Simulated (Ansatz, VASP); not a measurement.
Two plane-wave programs on BiB

```
B Bi
1.0
     3.87345    0.00000    0.00000
    -1.93673    3.35451    0.00000
     0.00000    0.00000   12.71167
B Bi
4 4
Direct
  0.00000 0.00000 0.00067
  0.33333 0.66667 0.24944
  0.00000 0.00000 0.50067
  0.66667 0.33333 0.74944
  0.00000 0.00000 0.18708
  0.33333 0.66667 0.43782
  0.00000 0.00000 0.68708
  0.66667 0.33333 0.93782
```

Alike in both runs: task single point; functional PBE; k mesh 12 × 12 × 2; occupations fermi-dirac, width 0.02 eV; no spin polarisation.

|  | VASP | Ansatz |
| --- | --- | --- |
| version | VASP 6.6.1 | Ansatz 0.2.0 |
| potentials or method | VASP PAW PBE potentials, release 64 (B, Bi_d) | plane waves, PAW |
| plane-wave cutoff (eV) | 520 | 420 |
| valence electrons in the cell | 72 | 72 |

```csv
,VASP,Ansatz,Ansatz less VASP
pressure (GPa),1.3,1.3,+0.05
"traceless stress, the component that is largest in VASP (GPa)",-0.06,-0.05,0.000
```

Spin-orbit coupling is off throughout.
